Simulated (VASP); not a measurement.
# GaSb in VASP: single point with PBE

Aim: the single point of GaSb with PBE.

Program: VASP 6.6.1. These are calculated values, not measurements. Logs are shortened: lines on timing, memory, paths and dates and some standing lists are left out, and cuts for length are marked.

**1. The cell of the first run**

The cell holds a slab with vacuum, 20 atoms: a = 4.326 Å, b = 6.118 Å, c = 34.467 Å, α = 90.00°, β = 90.00°, γ = 90.00°.

**2. Single point, PBE**

INCAR

```
  PREC = Accurate
  ENCUT = 520
  EDIFF = 1E-6
  ISMEAR = -1
  SIGMA = 0.1
  LREAL = Auto
  LASPH = T
  NELM = 80
  ALGO = Normal
  ISIF = 2
  LWAVE = F
  LCHARG = F
  LDIPOL = T
  IDIPOL = 3
  DIPOL = 0.5 0.5 0.500
  GGA = PE
  NBANDS = 106
  KPAR = 4
```

KPOINTS

```
regular mesh
0
Gamma
  7 5 1
```

POSCAR

```
GaSb
1.0
    4.3260792873      0.0000000000      0.0000000000
    0.0000000000      6.1180000000      0.0000000000
    0.0000000000      0.0000000000     34.4673567928
Sb Ga
10 10
Direct
    1.0000000000      0.7500000000      0.2803533703
    0.5000000000      0.2500000000      0.2175971904
    1.0000000000      0.7500000000      0.4058657301
    0.5000000000      0.2500000000      0.3431095502
    1.0000000000      0.7500000000      0.5313780900
    0.5000000000      0.2500000000      0.4686219100
    1.0000000000      0.7500000000      0.6568904498
    0.5000000000      0.2500000000      0.5941342699
    1.0000000000      0.7500000000      0.7824028096
    0.5000000000      0.2500000000      0.7196466297
    1.0000000000      0.0000000000      0.2175971904
    0.5000000000      0.5000000000      0.2803533703
    1.0000000000      0.0000000000      0.3431095502
    0.5000000000      0.5000000000      0.4058657301
    1.0000000000      0.0000000000      0.4686219100
    0.5000000000      0.5000000000      0.5313780900
    1.0000000000      0.0000000000      0.5941342699
    0.5000000000      0.5000000000      0.6568904498
    1.0000000000      0.0000000000      0.7196466297
    0.5000000000      0.5000000000      0.7824028096
```

Potentials or basis: VASP PAW PBE potentials, release 64 (Sb, Ga_d).

The run is started by

```console
$ cat potpaw_PBE.64/Sb/POTCAR potpaw_PBE.64/Ga_d/POTCAR > POTCAR
$ mpirun -np 4 vasp_std > vasp.out
```

OUTCAR:

```text
PREC = Accurate
   ENCUT = 520
   EDIFF = 1E-6
   ISMEAR = -1
   LREAL = Auto
   LASPH = T
   NELM = 80
   ISIF = 2
   GGA = PE

 ion  position               nearest neighbor table
   1  0.000  0.750  0.280-  11 2.65  13 2.65  12 2.65  12 2.65
   2  0.500  0.250  0.218-  12 2.65  11 2.65  11 2.65
   3  0.000  0.750  0.406-  13 2.65  15 2.65  14 2.65  14 2.65
   4  0.500  0.250  0.343-  12 2.65  14 2.65  13 2.65  13 2.65
   5  0.000  0.750  0.531-  17 2.65  16 2.65  16 2.65  15 2.65
   6  0.500  0.250  0.469-  14 2.65  15 2.65  15 2.65  16 2.65
   7  0.000  0.750  0.657-  17 2.65  19 2.65  18 2.65  18 2.65
   8  0.500  0.250  0.594-  18 2.65  16 2.65  17 2.65  17 2.65
   9  0.000  0.750  0.782-  19 2.65  20 2.65  20 2.65
  10  0.500  0.250  0.720-  18 2.65  20 2.65  19 2.65  19 2.65
  11  0.000  0.000  0.218-   1 2.65   2 2.65   2 2.65
  12  0.500  0.500  0.280-   2 2.65   4 2.65   1 2.65   1 2.65
  13  0.000  0.000  0.343-   1 2.65   3 2.65   4 2.65   4 2.65
  14  0.500  0.500  0.406-   4 2.65   6 2.65   3 2.65   3 2.65
  15  0.000  0.000  0.469-   3 2.65   6 2.65   6 2.65   5 2.65
  16  0.500  0.500  0.531-   8 2.65   5 2.65   5 2.65   6 2.65
  17  0.000  0.000  0.594-   7 2.65   5 2.65   8 2.65   8 2.65
  18  0.500  0.500  0.657-   8 2.65  10 2.65   7 2.65   7 2.65
  19  0.000  0.000  0.720-   7 2.65   9 2.65  10 2.65  10 2.65
  20  0.500  0.500  0.782-  10 2.65   9 2.65   9 2.65

  LATTYP: Found a simple orthorhombic cell.
 ALAT       =     4.3260792873
 B/A-ratio  =     1.4142135624
 C/A-ratio  =     7.9673428303

  Lattice vectors:

 A1 = (   4.3260792873,   0.0000000000,   0.0000000000)
 A2 = (   0.0000000000,   6.1180000000,   0.0000000000)
 A3 = (   0.0000000000,   0.0000000000,  34.4673567928)

Analysis of symmetry for initial positions (statically):
=====================================================================
 Subroutine PRICEL returns:
 Original cell was already a primitive cell.

 Routine SETGRP: Setting up the symmetry group for a
 simple orthorhombic supercell.

 Subroutine GETGRP returns: Found  4 space group operations
 (whereof  2 operations were pure point group operations)
 out of a pool of  8 trial point group operations.

The static configuration has the point symmetry C_1h.
 The point group associated with its full space group is C_2v.

Analysis of symmetry for dynamics (positions and initial velocities):
=====================================================================
 Subroutine PRICEL returns:
 Original cell was already a primitive cell.

 Routine SETGRP: Setting up the symmetry group for a
 simple orthorhombic supercell.

 Subroutine GETGRP returns: Found  4 space group operations
 (whereof  2 operations were pure point group operations)
 out of a pool of  8 trial point group operations.

The dynamic configuration has the point symmetry C_1h.
 The point group associated with its full space group is C_2v.

 Subroutine INISYM returns: Found  4 space group operations
 (whereof  2 operations are pure point group operations),
 and found     1 'primitive' translations

----------------------------------------------------------------------------------------

                                     Primitive cell

  volume of cell :     912.2459

  direct lattice vectors                    reciprocal lattice vectors
     4.326079287  0.000000000  0.000000000     0.231156189  0.000000000  0.000000000
     0.000000000  6.118000000  0.000000000     0.000000000  0.163452109  0.000000000
     0.000000000  0.000000000 34.467356793     0.000000000  0.000000000  0.029012959

  length of vectors
     4.326079287  6.118000000 34.467356793     0.231156189  0.163452109  0.029012959

  position of ions in fractional coordinates (direct lattice)
     0.000000000  0.750000000  0.280353370
     0.500000000  0.250000000  0.217597190
     0.000000000  0.750000000  0.405865730
     0.500000000  0.250000000  0.343109550
     0.000000000  0.750000000  0.531378090
     0.500000000  0.250000000  0.468621910
[... 12 lines left out ...]
     0.000000000  0.000000000  0.719646630
     0.500000000  0.500000000  0.782402810

  ion indices of the primitive-cell ions
   primitive index   ion index
                 1           1
                 2           2
                 3           3
                 4           4
                 5           5
                 6           6
[... 12 lines left out ...]
                19          19
                20          20

----------------------------------------------------------------------------------------

 KPOINTS: regular mesh

Automatic generation of k-mesh.
 Grid dimensions read from file:
 generate k-points for:    7    5    1

 Generating k-lattice:

  Cartesian coordinates                     Fractional coordinates (reciprocal lattice)
     0.033022313  0.000000000  0.000000000     0.142857143  0.000000000  0.000000000
     0.000000000  0.032690422  0.000000000     0.000000000  0.200000000  0.000000000
     0.000000000  0.000000000  0.029012959     0.000000000  0.000000000  1.000000000

  Length of vectors
     0.033022313  0.032690422  0.029012959

  Shift w.r.t. Gamma in fractional coordinates (k-lattice)
     0.000000000  0.000000000  0.000000000

 Subroutine IBZKPT returns following result:
 ===========================================

 Found     12 irreducible k-points:

 Following reciprocal coordinates:
            Coordinates               Weight
  0.000000  0.000000  0.000000      1.000000
  0.142857  0.000000  0.000000      2.000000
  0.285714  0.000000  0.000000      2.000000
  0.428571  0.000000  0.000000      2.000000
  0.000000  0.200000  0.000000      2.000000
  0.142857  0.200000  0.000000      4.000000
  0.285714  0.200000  0.000000      4.000000
  0.428571  0.200000  0.000000      4.000000
  0.000000  0.400000  0.000000      2.000000
  0.142857  0.400000  0.000000      4.000000
  0.285714  0.400000  0.000000      4.000000
  0.428571  0.400000  0.000000      4.000000
   k-points           NKPTS =     12   k-points in BZ     NKDIM =     12   number of bands    NBANDS=    106
   number of dos      NEDOS =    301   number of ions     NIONS =     20
   total plane-waves  NPLWV = 393216
   dimension x,y,z NGX =    32 NGY =   48 NGZ =  256
   dimension x,y,z NGXF=    64 NGYF=   96 NGZF=  512
   ions per type =              10  10
   NGX,Y,Z   is equivalent  to a cutoff of  12.30, 13.04, 12.35 a.u.
   NGXF,Y,Z  is equivalent  to a cutoff of  24.59, 26.09, 24.70 a.u.
 SYSTEM =  unknown system
   PREC   = accura    normal or accurate (medium, high low for compatibility)
   ISTART =      0    job   : 0-new  1-cont  2-samecut
   ICHARG =      2    charge: 1-file 2-atom 10-const
   ISPIN  =      1    spin polarized calculation?
   LNONCOLLINEAR =      F non collinear calculations
   LSORBIT =      F    spin-orbit coupling
   LASPH  =      T    aspherical Exc in radial PAW
   ENCUT  =  520.0 eV  38.22 Ry    6.18 a.u.   8.04 11.38 64.09*2*pi/ulx,y,z
   NELM   =     80;   NELMIN=  2; NELMDL= -5     # of ELM steps
   EDIFF  = 0.1E-05   stopping-criterion for ELM
   LREAL  =      T    real-space projection
   EDIFFG = 0.1E-04   stopping-criterion for IOM
   NSW    =      0    number of steps for IOM
   IBRION =     -1    ionic relax: 0-MD 1-quasi-New 2-CG
   NFREE  =      0    steps in history (QN), initial steepest desc. (CG)
   ISIF   =      2    stress and relaxation
   ISYM   =      2    0-nonsym 1-usesym 2-fastsym
   POTIM  = 0.5000    time-step for ionic-motion
   TEBEG  =    0.0;   TEEND  =   0.0 temperature during run
   PSTRESS=    0.0 pullay stress
   NELECT =     180.0000    total number of electrons
   NUPDOWN=      -1.0000    fix difference up-down
   EMIN   =  10.00;   EMAX   =-10.00  energy-range for DOS
   EFERMI =   0.00;   METHOD = LEGACY
   ISMEAR =    -1;   SIGMA  =   0.10  broadening in eV -4-tet -1-fermi 0-gaus
   EFERMI_NEDOS =   21; number of points for ismear=-14 and -15
   IALGO  =     38    algorithm
   IMIX   =      4    mixing-type and parameters
     AMIX     =   0.40;   BMIX     =  1.00
     AMIX_MAG =   1.60;   BMIX_MAG =  1.00
  volume/ion in A,a.u.               =      45.61       307.81
  Fermi-wavevector in a.u.,A,eV,Ry     =   0.953078  1.801056 12.358951  0.908357
  Thomas-Fermi vector in A             =   2.081700
   LORBIT       =      0    0 simple, 1 ext, 2 COOP (PROOUT), +10 PAW based schemes
   GGA     = PE    functional components
   LHFCALC =     F    Hartree Fock is set to
   AEXX    =    0.0000 exact exchange contribution
   IVDW    =     0    specifies the selected vdW correction
   LEPSILON=     F    determine dielectric tensor
   LRPA    =     F    only Hartree local field effects (RPA)
 non-spin polarized calculation
  energy-cutoff  :      520.00
  volume of cell :      912.25
 maximum number of plane-waves:     24648
   NGX = 17   NGY = 23   NGZ =129

 dipolmoment           0.000000      0.000000     -0.000000 electrons x Angstroem

 number of electron     180.0000141 magnetization

 dipolmoment           0.000000      0.000000      0.000000 electrons x Angstroem

 Free energy of the ion-electron system (eV)
  ---------------------------------------------------
  ext. energy  EPLUGINS =         0.00000000
  ---------------------------------------------------
  free energy    TOTEN  =       -70.79145377 eV

  energy without entropy =      -70.63981141  energy(sigma->0) =      -70.71563259

 E-fermi :   1.3687     XC(G=0):  -6.1506

 val. band max:        1.3176152803   @ k =   0.0000   0.0000   0.0000
 cond. band min:       1.4653803290   @ k =   0.4286   0.4000   0.0000
 fundamental gap:      0.1477650487
 Fermi energy:         1.3687005961

 k-point     1 :       0.0000    0.0000    0.0000
  band No.  band energies     occupation
      1     -13.7710      2.00000
      2     -13.7639      2.00000
      3     -13.7597      2.00000
      4     -13.7592      2.00000
      5     -13.7564      2.00000
      6     -13.7404      2.00000
[... 1249 lines left out ...]
    101       4.5178      0.00000
    102       4.6725      0.00000
 [bands above 102 left out]

------------------------ aborting loop because EDIFF is reached ----------------------------------------

 vacuum level on the upper side and lower side of the slab       (xc-potential included)        -0.122        -0.122

  FORCE on cell =-STRESS in cart. coord.  units (eV):
  Direction    XX          YY          ZZ          XY          YZ          ZX
  --------------------------------------------------------------------------------------
  -------------------------------------------------------------------------------------
  Total        7.5717386      6.8220237      9.1627116      0.0000000      0.0000000      0.0000000
  in kB       13.2982431     11.9815190     16.0924686      0.0000000      0.0000000      0.0000000
  external PRESSURE =      13.7907435 kB  Pullay stress =       0.0000000 kB

 VOLUME and BASIS-vectors are now :
 -----------------------------------------------------------------------------
  energy-cutoff  :      520.00
  volume of cell :      912.25
      direct lattice vectors                 reciprocal lattice vectors
     4.326079287  0.000000000  0.000000000     0.231156189  0.000000000  0.000000000
     0.000000000  6.118000000  0.000000000     0.000000000  0.163452109  0.000000000
     0.000000000  0.000000000 34.467356793     0.000000000  0.000000000  0.029012959

 POSITION                                       TOTAL-FORCE (eV/Angst)
 -----------------------------------------------------------------------------------
      0.00000      4.58850      9.66304         0.000000     -0.435215     -0.359560
      2.16304      1.52950      7.50000         0.000000      0.045301     -1.147036
      0.00000      4.58850     13.98912         0.000000     -0.072987     -0.020726
      2.16304      1.52950     11.82608         0.000000     -0.004385      0.046678
      0.00000      4.58850     18.31520         0.000000     -0.008019     -0.030491
      2.16304      1.52950     16.15216         0.000000     -0.008019      0.030491
[... 12 lines left out ...]
      0.00000      0.00000     24.80432         0.000000     -0.256362     -0.199461
      2.16304      3.05900     26.96736         0.000000      0.563838     -0.715491
 -----------------------------------------------------------------------------------
    total drift:                                0.000000     -0.004659      0.000000

  FREE ENERGIE OF THE ION-ELECTRON SYSTEM (eV)
  ---------------------------------------------------
  free  energy   TOTEN  =       -70.7914537711 eV

  energy  without entropy=      -70.6398114127  energy(sigma->0) =      -70.71563259

 vacuum level on the upper side and lower side of the slab         5.787         5.787
```

It took 16 min on 4 MPI ranks of Oxide Virtual Turin-like, shared host; peak memory 1.2 GiB.

What came out:

| Item | Value |
| --- | --- |
| Free energy | -70.7915 eV |
| Largest force | 1.148 eV/Å |
| Band gap on the k mesh | 0.15 eV (least direct gap 0.25 eV) |

Forces in eV/Å, atoms in the order of the input:
```
Sb   0.000 -0.435 -0.360
Sb   0.000  0.045 -1.147
Sb   0.000 -0.073 -0.021
Sb   0.000 -0.004  0.047
Sb   0.000 -0.008 -0.030
Sb   0.000 -0.008  0.030
Sb   0.000 -0.004 -0.047
Sb   0.000 -0.073  0.021
Sb   0.000  0.045  1.147
Sb   0.000 -0.435  0.360
Ga   0.000  0.564  0.715
Ga   0.000 -0.256  0.199
Ga   0.000  0.189  0.107
Ga   0.000 -0.050  0.014
Ga   0.000  0.029  0.012
Ga   0.000  0.029 -0.012
Ga   0.000 -0.050 -0.014
Ga   0.000  0.189 -0.107
Ga   0.000 -0.256 -0.199
Ga   0.000  0.564 -0.715
```

Caveat: semilocal functionals underestimate gaps, and a narrow one can read as zero; spin-orbit coupling is left out, which moves the levels of the heavy elements.
